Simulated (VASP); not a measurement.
# Sc3C (P6_3/mmc) in VASP: single point with PBE

Aim: the single point of Sc3C with PBE.

Program: VASP 6.6.1. These are calculated values, not measurements. Logs are shortened: lines on timing, memory, paths and dates and some standing lists are left out, and cuts for length are marked.

## Step 1: The cell of the first run

Symmetry: P6_3/mmc, No. 194, hexagonal system. The conventional cell has a = 8.432 Å, b = 8.432 Å, c = 3.036 Å, α = 90.00°, β = 90.00°, γ = 120.00°. Sc (site symmetry mm2) has 2 C at 2.27 Å and 4 Sc at 2.93 to 3.04 Å within 3.1 Å. Within 3.1 Å of C (site symmetry -6m2) lie 6 Sc at 2.27 Å and 2 C at 3.04 Å.

## Step 2: Single point, PBE

Contents of INCAR:

```
SYSTEM = Sc3C
PREC = Accurate
ENCUT = 520
EDIFF = 1E-7
ISMEAR = 0
SIGMA = 0.1
LREAL = .False.
LASPH = .True.
NELM = 80
ALGO = Normal
ISIF = 2
LWAVE = .False.
LCHARG = .False.
GGA = PE
NBANDS = 47
```

Contents of KPOINTS:

```
regular mesh
0
Gamma
  6 6 12
  0 0 0
```

Contents of POSCAR:

```
Sc3C
1.0
    8.4319701943      0.0000000000      0.0000000000
   -4.2159850972      7.3023003922      0.0000000000
    0.0000000000      0.0000000000      3.0357927271
Sc C
6 2
Direct
    0.7824298722      0.5648597444      0.2500000000
    0.2175701278      0.7824298722      0.7500000000
    0.4351402556      0.2175701278      0.2500000000
    0.2175701278      0.4351402556      0.7500000000
    0.7824298722      0.2175701278      0.2500000000
    0.5648597444      0.7824298722      0.7500000000
    0.3333333333      0.6666666667      0.2500000000
    0.6666666667      0.3333333333      0.7500000000
```

Potentials or basis: VASP PAW PBE potentials, release 64 (Sc_sv, C).

On the command line:

```sh
cat potpaw_PBE.64/Sc_sv/POTCAR potpaw_PBE.64/C/POTCAR > POTCAR
mpirun -np 1 vasp_std > vasp.out
```

OUTCAR:

```text
SYSTEM = Sc3C
   PREC = Accurate
   ENCUT = 520
   EDIFF = 1E-7
   ISMEAR = 0
   LREAL = .False.
   LASPH = .True.
   NELM = 80
   ISIF = 2
   GGA = PE

 ion  position               nearest neighbor table
   1  0.782  0.565  0.250-   8 2.27   8 2.27   3 2.93   5 2.93
   2  0.218  0.782  0.750-   7 2.27   7 2.27   6 2.93   4 2.93
   3  0.435  0.218  0.250-   8 2.27   8 2.27   1 2.93   5 2.93
   4  0.218  0.435  0.750-   7 2.27   7 2.27   6 2.93   2 2.93
   5  0.782  0.218  0.250-   8 2.27   8 2.27   3 2.93   1 2.93
   6  0.565  0.782  0.750-   7 2.27   7 2.27   4 2.93   2 2.93
   7  0.333  0.667  0.250-   2 2.27   2 2.27   6 2.27   6 2.27   4 2.27   4 2.27
   8  0.667  0.333  0.750-   5 2.27   5 2.27   3 2.27   3 2.27   1 2.27   1 2.27

  LATTYP: Found a hexagonal cell.
 ALAT       =     8.4319701943
 C/A-ratio  =     0.3600336170

  Lattice vectors:

 A1 = (   8.4319701943,   0.0000000000,   0.0000000000)
 A2 = (  -4.2159850972,   7.3023003922,   0.0000000000)
 A3 = (   0.0000000000,   0.0000000000,   3.0357927271)

Analysis of symmetry for initial positions (statically):
=====================================================================
 Subroutine PRICEL returns:
 Original cell was already a primitive cell.

 Routine SETGRP: Setting up the symmetry group for a
 hexagonal supercell.

 Subroutine GETGRP returns: Found 24 space group operations
 (whereof 12 operations were pure point group operations)
 out of a pool of 24 trial point group operations.

The static configuration has the point symmetry D_3d.
 The point group associated with its full space group is D_6h.

Analysis of symmetry for dynamics (positions and initial velocities):
=====================================================================
 Subroutine PRICEL returns:
 Original cell was already a primitive cell.

 Routine SETGRP: Setting up the symmetry group for a
 hexagonal supercell.

 Subroutine GETGRP returns: Found 24 space group operations
 (whereof 12 operations were pure point group operations)
 out of a pool of 24 trial point group operations.

The dynamic configuration has the point symmetry D_3d.
 The point group associated with its full space group is D_6h.

 Subroutine INISYM returns: Found 24 space group operations
 (whereof 12 operations are pure point group operations),
 and found     1 'primitive' translations

----------------------------------------------------------------------------------------

                                     Primitive cell

  volume of cell :     186.9222

  direct lattice vectors                    reciprocal lattice vectors
     8.431970194  0.000000000  0.000000000     0.118596245  0.068471574  0.000000000
    -4.215985097  7.302300392  0.000000000     0.000000000  0.136943148  0.000000000
     0.000000000  0.000000000  3.035792727     0.000000000  0.000000000  0.329403253

  length of vectors
     8.431970194  8.431970194  3.035792727     0.136943148  0.136943148  0.329403253

  position of ions in fractional coordinates (direct lattice)
     0.782429872  0.564859744  0.250000000
     0.217570128  0.782429872  0.750000000
     0.435140256  0.217570128  0.250000000
     0.217570128  0.435140256  0.750000000
     0.782429872  0.217570128  0.250000000
     0.564859744  0.782429872  0.750000000
     0.333333333  0.666666667  0.250000000
     0.666666667  0.333333333  0.750000000

  ion indices of the primitive-cell ions
   primitive index   ion index
                 1           1
                 2           2
                 3           3
                 4           4
                 5           5
                 6           6
                 7           7
                 8           8

----------------------------------------------------------------------------------------

 KPOINTS: regular mesh

Automatic generation of k-mesh.
 Grid dimensions read from file:
 generate k-points for:    6    6   12

 Generating k-lattice:

  Cartesian coordinates                     Fractional coordinates (reciprocal lattice)
     0.019766041  0.011411929  0.000000000     0.166666667  0.000000000  0.000000000
     0.000000000  0.022823858  0.000000000     0.000000000  0.166666667  0.000000000
     0.000000000  0.000000000  0.027450271     0.000000000  0.000000000  0.083333333

  Length of vectors
     0.022823858  0.022823858  0.027450271

  Shift w.r.t. Gamma in fractional coordinates (k-lattice)
     0.000000000  0.000000000  0.000000000

 Subroutine IBZKPT returns following result:
 ===========================================

 Found     49 irreducible k-points:

 Following reciprocal coordinates:
            Coordinates               Weight
  0.000000  0.000000  0.000000      1.000000
  0.166667  0.000000  0.000000      6.000000
  0.333333  0.000000  0.000000      6.000000
  0.500000  0.000000  0.000000      3.000000
  0.166667  0.166667  0.000000      6.000000
  0.333333  0.166667  0.000000     12.000000
[... 16 lines left out ...]
  0.166667  0.000000  0.250000     12.000000
  0.333333  0.000000  0.250000     12.000000
 [... further k-points ...]
   k-points           NKPTS =     49   k-points in BZ     NKDIM =     49   number of bands    NBANDS=     47
   number of dos      NEDOS =    301   number of ions     NIONS =      8
   total plane-waves  NPLWV =  98304
   dimension x,y,z NGX =    64 NGY =   64 NGZ =   24
   dimension x,y,z NGXF=   128 NGYF=  128 NGZF=   48
   ions per type =               6   2
   NGX,Y,Z   is equivalent  to a cutoff of  12.62, 12.62, 13.14 a.u.
   NGXF,Y,Z  is equivalent  to a cutoff of  25.24, 25.24, 26.29 a.u.
 SYSTEM =  Sc3C
   PREC   = accura    normal or accurate (medium, high low for compatibility)
   ISTART =      0    job   : 0-new  1-cont  2-samecut
   ICHARG =      2    charge: 1-file 2-atom 10-const
   ISPIN  =      1    spin polarized calculation?
   LNONCOLLINEAR =      F non collinear calculations
   LSORBIT =      F    spin-orbit coupling
   LASPH  =      T    aspherical Exc in radial PAW
   ENCUT  =  520.0 eV  38.22 Ry    6.18 a.u.  15.68 15.68  5.64*2*pi/ulx,y,z
   NELM   =     80;   NELMIN=  2; NELMDL= -5     # of ELM steps
   EDIFF  = 0.1E-06   stopping-criterion for ELM
   LREAL  =      F    real-space projection
   EDIFFG = 0.1E-05   stopping-criterion for IOM
   NSW    =      0    number of steps for IOM
   IBRION =     -1    ionic relax: 0-MD 1-quasi-New 2-CG
   NFREE  =      0    steps in history (QN), initial steepest desc. (CG)
   ISIF   =      2    stress and relaxation
   ISYM   =      2    0-nonsym 1-usesym 2-fastsym
   POTIM  = 0.5000    time-step for ionic-motion
   TEBEG  =    0.0;   TEEND  =   0.0 temperature during run
   PSTRESS=    0.0 pullay stress
   NELECT =      74.0000    total number of electrons
   NUPDOWN=      -1.0000    fix difference up-down
   EMIN   =  10.00;   EMAX   =-10.00  energy-range for DOS
   EFERMI =   0.00;   METHOD = LEGACY
   ISMEAR =     0;   SIGMA  =   0.10  broadening in eV -4-tet -1-fermi 0-gaus
   EFERMI_NEDOS =   21; number of points for ismear=-14 and -15
   IALGO  =     38    algorithm
   IMIX   =      4    mixing-type and parameters
     AMIX     =   0.40;   BMIX     =  1.00
     AMIX_MAG =   1.60;   BMIX_MAG =  1.00
  volume/ion in A,a.u.               =      23.37       157.68
  Fermi-wavevector in a.u.,A,eV,Ry     =   1.202076  2.271593 19.660224  1.444986
  Thomas-Fermi vector in A             =   2.337867
   LORBIT       =      0    0 simple, 1 ext, 2 COOP (PROOUT), +10 PAW based schemes
   GGA     = PE    functional components
   LHFCALC =     F    Hartree Fock is set to
   AEXX    =    0.0000 exact exchange contribution
   IVDW    =     0    specifies the selected vdW correction
   LEPSILON=     F    determine dielectric tensor
   LRPA    =     F    only Hartree local field effects (RPA)
 non-spin polarized calculation
 Gauss-broadening in eV      SIGMA  =   0.10
  energy-cutoff  :      520.00
  volume of cell :      186.92
 maximum number of plane-waves:      5088
 NGX is ok and might be reduce to    64
   NGX = 31   NGY = 31   NGZ = 11

 number of electron      74.0000008 magnetization

 Free energy of the ion-electron system (eV)
  ---------------------------------------------------
  ext. energy  EPLUGINS =         0.00000000
  ---------------------------------------------------
  free energy    TOTEN  =       -54.22210176 eV

  energy without entropy =      -54.16618027  energy(sigma->0) =      -54.19414102

 E-fermi :   3.0360     XC(G=0):  -9.2096

 val. band max:        3.0234030929   @ k =   0.1667   0.0000   0.4167
 cond. band min:       3.0379560715   @ k =   0.3333   0.3333   0.2500
 fundamental gap:      0.0145529786
 Fermi energy:         3.0360367763

 k-point     1 :       0.0000    0.0000    0.0000
  band No.  band energies     occupation
      1     -46.6460      2.00000
      2     -46.6308      2.00000
      3     -46.5855      2.00000
      4     -46.5855      2.00000
      5     -46.5783      2.00000
      6     -46.5783      2.00000
[... 39 lines left out ...]
     46       4.7953      0.00000
     47       4.7953      0.00000

 k-point     2 :       0.1667    0.0000    0.0000
  band No.  band energies     occupation
      1     -46.6451      2.00000
      2     -46.6317      2.00000
      3     -46.5862      2.00000
      4     -46.5856      2.00000
      5     -46.5783      2.00000
      6     -46.5775      2.00000
[... 39 lines left out ...]
     46       4.6652      0.00000
     47       4.7523      0.00000

 k-point     3 :       0.3333    0.0000    0.0000
  band No.  band energies     occupation
      1     -46.6429      2.00000
      2     -46.6342      2.00000
      3     -46.5873      2.00000
      4     -46.5856      2.00000
      5     -46.5782      2.00000
      6     -46.5761      2.00000
[... 39 lines left out ...]
     46       4.3746      0.00000
     47       4.7185      0.00000

 k-point     4 :       0.5000    0.0000    0.0000
  band No.  band energies     occupation
      1     -46.6411      2.00000
      2     -46.6361      2.00000
      3     -46.5878      2.00000
      4     -46.5857      2.00000
      5     -46.5782      2.00000
      6     -46.5756      2.00000
[... 939 lines left out ...]
     46       4.5123      0.00000
     47       4.5750      0.00000

 k-point    23 :       0.1667    0.0000    0.2500
  band No.  band energies     occupation
      1     -46.6183      2.00000
      2     -46.6088      2.00000
      3     -46.5612      2.00000
      4     -46.5607      2.00000
      5     -46.5556      2.00000
      6     -46.5550      2.00000
[... 39 lines left out ...]
     46       4.4653      0.00000
     47       4.6706      0.00000

 k-point    24 :       0.3333    0.0000    0.2500
  band No.  band energies     occupation
      1     -46.6167      2.00000
      2     -46.6105      2.00000
      3     -46.5621      2.00000
      4     -46.5608      2.00000
      5     -46.5555      2.00000
      6     -46.5541      2.00000
[... 39 lines left out ...]
     46       4.5199      0.00000
     47       4.6659      0.00000

 [... further k-points ...]

------------------------ aborting loop because EDIFF is reached ----------------------------------------

  FORCE on cell =-STRESS in cart. coord.  units (eV):
  Direction    XX          YY          ZZ          XY          YZ          ZX
  --------------------------------------------------------------------------------------
  -------------------------------------------------------------------------------------
  Total        0.2269484      0.2269484      0.3315297     -0.0000000     -0.0000000      0.0000000
  in kB        1.9452564      1.9452564      2.8416606     -0.0000000     -0.0000000      0.0000000
  external PRESSURE =       2.2440578 kB  Pullay stress =       0.0000000 kB

 VOLUME and BASIS-vectors are now :
 -----------------------------------------------------------------------------
  energy-cutoff  :      520.00
  volume of cell :      186.92
      direct lattice vectors                 reciprocal lattice vectors
     8.431970194  0.000000000  0.000000000     0.118596245  0.068471574  0.000000000
    -4.215985097  7.302300392  0.000000000     0.000000000  0.136943148  0.000000000
     0.000000000  0.000000000  3.035792727     0.000000000  0.000000000  0.329403253

 POSITION                                       TOTAL-FORCE (eV/Angst)
 -----------------------------------------------------------------------------------
      4.21599      4.12478      0.75895        -0.000000      0.051946      0.000000
     -1.46417      5.71354      2.27684        -0.044987      0.025973      0.000000
      2.75182      1.58876      0.75895        -0.044987     -0.025973     -0.000000
     -0.00000      3.17752      2.27684         0.000000     -0.051946     -0.000000
      5.68015      1.58876      0.75895         0.044987     -0.025973     -0.000000
      1.46417      5.71354      2.27684         0.044987      0.025973      0.000000
     -0.00000      4.86820      0.75895        -0.000000     -0.000000      0.000000
      4.21599      2.43410      2.27684        -0.000000      0.000000      0.000000
 -----------------------------------------------------------------------------------
    total drift:                                0.000001     -0.000000      0.000000

  FREE ENERGIE OF THE ION-ELECTRON SYSTEM (eV)
  ---------------------------------------------------
  free  energy   TOTEN  =       -54.2221017647 eV

  energy  without entropy=      -54.1661802694  energy(sigma->0) =      -54.19414102
```

Wall time 5 min (1 thread of Intel Xeon 6975P-C (Granite Rapids), shared host); peak memory 0.49 GiB.

Results:

```yaml
Free_energy: -54.2221 eV
Pressure: 0.2 GPa
Largest_force: 0.052 eV/Å
Band_gap_on_the_k_mesh: zero (bands 37 and 38 overlap by 0.62 eV)
```

Forces on the atoms (eV/Å):
```
Sc   0.000  0.052  0.000
Sc  -0.045  0.026  0.000
Sc  -0.045 -0.026  0.000
Sc   0.000 -0.052  0.000
Sc   0.045 -0.026  0.000
Sc   0.045  0.026  0.000
C    0.000  0.000  0.000
C    0.000  0.000  0.000
```

Stress tensor (GPa, compression positive):
```
0.19 0.00 0.00
0.00 0.19 0.00
0.00 0.00 0.28
```

Levels at points of the mesh, in eV from the Fermi level:
```
           k point  band 35  band 36  band 37  band 38  band 39  band 40
(0.00, 0.00, 0.00)    -0.50    -0.32    -0.32    -0.23    -0.23    -0.19
(0.50, 0.00, 0.00)    -1.22    -0.48    -0.23    -0.19    -0.13    -0.02
(0.00, 0.00, 0.50)     0.12     0.12     0.12     0.12     0.44     0.44
(0.50, 0.00, 0.50)     0.03     0.03     0.18     0.18     0.43     0.43
```
